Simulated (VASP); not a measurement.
# C (Imma) in VASP: notebook, part 2 of 2

VASP 6.6.1.

## 3. Single point, LDA

This run uses another cell than the first one, of 5.58 Å³/atom.

File INCAR:

```
PREC = Accurate
ENCUT = 600
EDIFF = 1E-6
ISMEAR = 0
SIGMA = 0.02
LREAL = F
LASPH = T
NELM = 120
ALGO = Normal
ISIF = 2
LWAVE = F
LCHARG = T
LELF = T
LVHAR = T
NBANDS = 16
GGA_COMPAT = F
```

File KPOINTS:

```
regular mesh
0
Gamma
  10 6 10
```

File POSCAR:

```
C
1.0
    2.5145732064      0.0000000000      0.0000000000
    0.0000000000      3.5561435320      0.0000000000
    0.0000000000      0.0000000000      2.4948483319
C
4
Direct
    0.0000000000     -0.0000992665      0.0000000000
    0.5000000000      0.4999007335      0.5000000000
    0.0000000000      0.2500992665      0.5000000000
    0.5000000000      0.7500992665      0.0000000000
```

Potentials or basis: VASP PAW LDA potentials, release 64 (C).

Launch:

```console
> cat potpaw_LDA.64/C/POTCAR > POTCAR
> mpirun -np 1 vasp_std > vasp.out
```

OUTCAR:

```text
PREC = Accurate
   ENCUT = 600
   EDIFF = 1E-6
   ISMEAR = 0
   LREAL = F
   LASPH = T
   NELM = 120
   ISIF = 2

 ion  position               nearest neighbor table
   1  0.000  1.000  0.000-   3 1.53   3 1.53   4 1.54   4 1.54
   2  0.500  0.500  0.500-   4 1.53   4 1.53   3 1.54   3 1.54
   3  0.000  0.250  0.500-   1 1.53   1 1.53   2 1.54   2 1.54
   4  0.500  0.750  0.000-   2 1.53   2 1.53   1 1.54   1 1.54

  LATTYP: Found a simple orthorhombic cell.
 ALAT       =     2.4948483319
 B/A-ratio  =     1.0079062419
 C/A-ratio  =     1.4253946769

  Lattice vectors:

 A1 = (   0.0000000000,   0.0000000000,   2.4948483319)
 A2 = (   2.5145732064,   0.0000000000,   0.0000000000)
 A3 = (   0.0000000000,   3.5561435320,   0.0000000000)

Analysis of symmetry for initial positions (statically):
=====================================================================
 Subroutine PRICEL returns following result:

  LATTYP: Found a body centered orthorhombic cell.
 ALAT       =     2.4948483319
 B/A-ratio  =     1.0079062419
 C/A-ratio  =     1.4253946769

  Lattice vectors:

 A1 = (  -1.2572866032,  -1.7780717660,  -1.2474241660)
 A2 = (   1.2572866032,  -1.7780717660,   1.2474241660)
 A3 = (  -1.2572866032,   1.7780717660,   1.2474241660)

   2 primitive cells build up your supercell.

 Routine SETGRP: Setting up the symmetry group for a
 simple orthorhombic supercell.

 Subroutine GETGRP returns: Found  8 space group operations
 (whereof  4 operations were pure point group operations)
 out of a pool of  8 trial point group operations.

The static configuration has the point symmetry C_2v.
 The point group associated with its full space group is D_2h.

Analysis of symmetry for dynamics (positions and initial velocities):
=====================================================================
 Subroutine PRICEL returns following result:

  LATTYP: Found a body centered orthorhombic cell.
 ALAT       =     2.4948483319
 B/A-ratio  =     1.0079062419
 C/A-ratio  =     1.4253946769

  Lattice vectors:

 A1 = (  -1.2572866032,  -1.7780717660,  -1.2474241660)
 A2 = (   1.2572866032,  -1.7780717660,   1.2474241660)
 A3 = (  -1.2572866032,   1.7780717660,   1.2474241660)

   2 primitive cells build up your supercell.

 Routine SETGRP: Setting up the symmetry group for a
 simple orthorhombic supercell.

 Subroutine GETGRP returns: Found  8 space group operations
 (whereof  4 operations were pure point group operations)
 out of a pool of  8 trial point group operations.

The dynamic configuration has the point symmetry C_2v.
 The point group associated with its full space group is D_2h.

 Subroutine INISYM returns: Found  8 space group operations
 (whereof  4 operations are pure point group operations),
 and found     2 'primitive' translations

----------------------------------------------------------------------------------------

                                     Primitive cell

  volume of cell :      11.1547

  direct lattice vectors                    reciprocal lattice vectors
    -1.257286603 -1.778071766 -1.247424166    -0.397681800 -0.281203498  0.000000000
     1.257286603 -1.778071766  1.247424166    -0.000000000 -0.281203498  0.400825969
[... 31 lines left out ...]

  Shift w.r.t. Gamma in fractional coordinates (k-lattice)
     0.000000000  0.000000000  0.000000000

 Subroutine IBZKPT returns following result:
 ===========================================

 Found    144 irreducible k-points:

 Following reciprocal coordinates:
            Coordinates               Weight
  0.000000  0.000000  0.000000      1.000000
  0.100000  0.000000  0.000000      2.000000
  0.200000  0.000000  0.000000      2.000000
  0.300000  0.000000  0.000000      2.000000
  0.400000  0.000000  0.000000      2.000000
  0.500000  0.000000  0.000000      1.000000
[... 16 lines left out ...]
  0.400000  0.500000  0.000000      2.000000
  0.500000  0.500000  0.000000      1.000000
 [... further k-points ...]
   k-points           NKPTS =    144   k-points in BZ     NKDIM =    144   number of bands    NBANDS=     16
   number of dos      NEDOS =    301   number of ions     NIONS =      4
   total plane-waves  NPLWV =  11200
   dimension x,y,z NGX =    20 NGY =   28 NGZ =   20
   dimension x,y,z NGXF=    40 NGYF=   56 NGZF=   40
   ions per type =               4
   NGX,Y,Z   is equivalent  to a cutoff of  13.22, 13.09, 13.33 a.u.
   NGXF,Y,Z  is equivalent  to a cutoff of  26.45, 26.18, 26.65 a.u.
 SYSTEM =  unknown system
   PREC   = accura    normal or accurate (medium, high low for compatibility)
   ISTART =      0    job   : 0-new  1-cont  2-samecut
   ICHARG =      2    charge: 1-file 2-atom 10-const
   ISPIN  =      1    spin polarized calculation?
   LNONCOLLINEAR =      F non collinear calculations
   LSORBIT =      F    spin-orbit coupling
   LASPH  =      T    aspherical Exc in radial PAW
   ENCUT  =  600.0 eV  44.10 Ry    6.64 a.u.   5.02  7.10  4.98*2*pi/ulx,y,z
   NELM   =    120;   NELMIN=  2; NELMDL= -5     # of ELM steps
   EDIFF  = 0.1E-05   stopping-criterion for ELM
   LREAL  =      F    real-space projection
[... 7 lines left out ...]
   TEBEG  =    0.0;   TEEND  =   0.0 temperature during run
   PSTRESS=    0.0 pullay stress
   NELECT =      16.0000    total number of electrons
   NUPDOWN=      -1.0000    fix difference up-down
   EMIN   =  10.00;   EMAX   =-10.00  energy-range for DOS
   EFERMI =   0.00;   METHOD = LEGACY
   ISMEAR =     0;   SIGMA  =   0.02  broadening in eV -4-tet -1-fermi 0-gaus
   EFERMI_NEDOS =   21; number of points for ismear=-14 and -15
   IALGO  =     38    algorithm
   IMIX   =      4    mixing-type and parameters
     AMIX     =   0.40;   BMIX     =  1.00
     AMIX_MAG =   1.60;   BMIX_MAG =  1.00
  volume/ion in A,a.u.               =       5.58        37.64
  Fermi-wavevector in a.u.,A,eV,Ry     =   1.465387  2.769179 29.216583  2.147358
  Thomas-Fermi vector in A             =   2.581250
   LORBIT       =      0    0 simple, 1 ext, 2 COOP (PROOUT), +10 PAW based schemes
   GGA     = CA    functional components
   LHFCALC =     F    Hartree Fock is set to
   AEXX    =    0.0000 exact exchange contribution
   IVDW    =     0    specifies the selected vdW correction
   LEPSILON=     F    determine dielectric tensor
   LRPA    =     F    only Hartree local field effects (RPA)
 non-spin polarized calculation
 Gauss-broadening in eV      SIGMA  =   0.02
  energy-cutoff  :      600.00
  volume of cell :       22.31
 maximum number of plane-waves:       768
   NGX = 11   NGY = 15   NGZ =  9

 number of electron      16.0000002 magnetization

 Free energy of the ion-electron system (eV)
  ---------------------------------------------------
  ext. energy  EPLUGINS =         0.00000000
  ---------------------------------------------------
  free energy    TOTEN  =       -40.49854836 eV

  energy without entropy =      -40.49854836  energy(sigma->0) =      -40.49854836

 E-fermi :  10.1912     XC(G=0): -13.5811

 val. band max:       10.0031466756   @ k =   0.0000   0.0000   0.0000
 cond. band min:      14.1114186682   @ k =   0.4000   0.0000   0.4000
 fundamental gap:      4.1082719926
 Fermi energy:        10.1912176663

 k-point     1 :       0.0000    0.0000    0.0000
  band No.  band energies     occupation
      1     -11.5738      2.00000
      2      -2.8418      2.00000
      3      -2.7600      2.00000
      4       3.5315      2.00000
      5       3.7017      2.00000
      6       9.9279      2.00000
[... 433 lines left out ...]
      3      -3.5765      2.00000
      4      -3.5765      2.00000
      5       7.1407      2.00000
      6       7.1407      2.00000
[... 8 lines left out ...]
     15      25.5403      0.00000
     16      25.5403      0.00000

 [... further k-points ...]

------------------------ aborting loop because EDIFF is reached ----------------------------------------

  FORCE on cell =-STRESS in cart. coord.  units (eV):
  Direction    XX          YY          ZZ          XY          YZ          ZX
  --------------------------------------------------------------------------------------
  -------------------------------------------------------------------------------------
  Total       -1.1627866     -1.0489887      0.1126138      0.0000000      0.0000000      0.0000000
  in kB      -83.5069994    -75.3344595      8.0875057      0.0000000      0.0000000      0.0000000
  external PRESSURE =     -50.2513177 kB  Pullay stress =       0.0000000 kB

 VOLUME and BASIS-vectors are now :
 -----------------------------------------------------------------------------
  energy-cutoff  :      600.00
  volume of cell :       22.31
      direct lattice vectors                 reciprocal lattice vectors
     2.514573206  0.000000000  0.000000000     0.397681800  0.000000000  0.000000000
     0.000000000  3.556143532  0.000000000     0.000000000  0.281203498  0.000000000
     0.000000000  0.000000000  2.494848332     0.000000000  0.000000000  0.400825969

 POSITION                                       TOTAL-FORCE (eV/Angst)
 -----------------------------------------------------------------------------------
      0.00000      3.55579      0.00000         0.000000     -0.002160      0.000000
      1.25729      1.77772      1.24742         0.000000     -0.002160      0.000000
      0.00000      0.88939      1.24742        -0.000000      0.002160      0.000000
      1.25729      2.66746      0.00000        -0.000000      0.002160      0.000000
 -----------------------------------------------------------------------------------
    total drift:                                0.000000      0.000000     -0.000000

  FREE ENERGIE OF THE ION-ELECTRON SYSTEM (eV)
  ---------------------------------------------------
  free  energy   TOTEN  =       -40.4985483606 eV

  energy  without entropy=      -40.4985483606  energy(sigma->0) =      -40.49854836
```

OSZICAR:

```text
N       E                     dE             d eps       ncg     rms          rms(c)
DAV:   1     0.186621829719E+02    0.18662E+02   -0.93459E+03  4608   0.111E+03
DAV:   2    -0.402185456158E+02   -0.58881E+02   -0.54145E+02  6720   0.191E+02
DAV:   3    -0.421664856666E+02   -0.19479E+01   -0.19411E+01  5208   0.297E+01
DAV:   4    -0.421743731546E+02   -0.78875E-02   -0.78867E-02  5680   0.240E+00
DAV:   5    -0.421744127906E+02   -0.39636E-04   -0.39636E-04  5112   0.151E-01    0.818E+00
DAV:   6    -0.409320784071E+02    0.12423E+01   -0.79503E-01  5192   0.551E+00    0.474E+00
DAV:   7    -0.404992832396E+02    0.43280E+00   -0.89269E-01  5568   0.600E+00    0.103E+00
DAV:   8    -0.404985762076E+02    0.70703E-03   -0.17428E-02  4832   0.908E-01    0.473E-02
DAV:   9    -0.404985448385E+02    0.31369E-04   -0.83007E-05  5400   0.740E-02    0.276E-02
DAV:  10    -0.404985485380E+02   -0.36995E-05   -0.52008E-06  5408   0.171E-02    0.528E-03
DAV:  11    -0.404985483606E+02    0.17737E-06   -0.64695E-07  2672   0.520E-03
   1 F= -.40498548E+02 E0= -.40498548E+02  d E =-.743116E-43
```

stdout:

```text
POSCAR found type information on POSCAR C
 POSCAR found :  1 types and       4 ions
 scaLAPACK will be used
 LDA part: xc-table for (Slater(with rela. corr.)+CA(PZ))
 , standard interpolation
 POSCAR, INCAR and KPOINTS ok, starting setup
 FFT: planning ... GRIDC
 FFT: planning ... GRID_SOFT
 FFT: planning ... GRID
 WAVECAR not read
 entering main loop
```

Wall time 26 s (1 thread of AMD EPYC 7R13 (Zen 3), shared host); peak memory 0.12 GiB.

Results:

- Free energy: -40.4985 eV
- Pressure: -5.0 GPa
- Band gap on the k mesh: 4.11 eV

Forces in eV/Å, atoms in the order of the input:
```
C    0.000 -0.002  0.000
C    0.000 -0.002  0.000
C    0.000  0.002  0.000
C    0.000  0.002  0.000
```

Caveat: the cell stands under tension.
